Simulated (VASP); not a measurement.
Here is a VASP 6.6.1 calculation.

The input INCAR:

```
PREC = Accurate
ENCUT = 520
EDIFF = 1E-6
ISMEAR = 0
SIGMA = 0.1
LREAL = False
LASPH = True
NELM = 150
ALGO = Normal
ISIF = 2
LWAVE = False
LCHARG = False
ISPIN = 2
MAGMOM = 0.75
LORBIT = 11
LMAXMIX = 4
GGA = PE
NBANDS = 15
```

KPOINTS

```
regular mesh
0
Gamma
  20 20 20
```

File POSCAR:

```
Ni
1.0
    0.0000000000      1.8160262561      1.8160262561
    1.8160262561      0.0000000000      1.8160262561
    1.8160262561      1.8160262561      0.0000000000
Ni
1
Direct
    0.0000000000      0.0000000000      0.0000000000
```

Potentials or basis: VASP PAW PBE potentials, release 64 (Ni).

Run with:

```sh
$ cat potpaw_PBE.64/Ni/POTCAR > POTCAR
$ mpirun -np 1 vasp_std > vasp.out
```

Q: Estimate the pressure.

A: -14.9 GPa.

Q: Predict the site moments.

A: Ni +0.67 μB.

Caveat: the cell stands under tension.
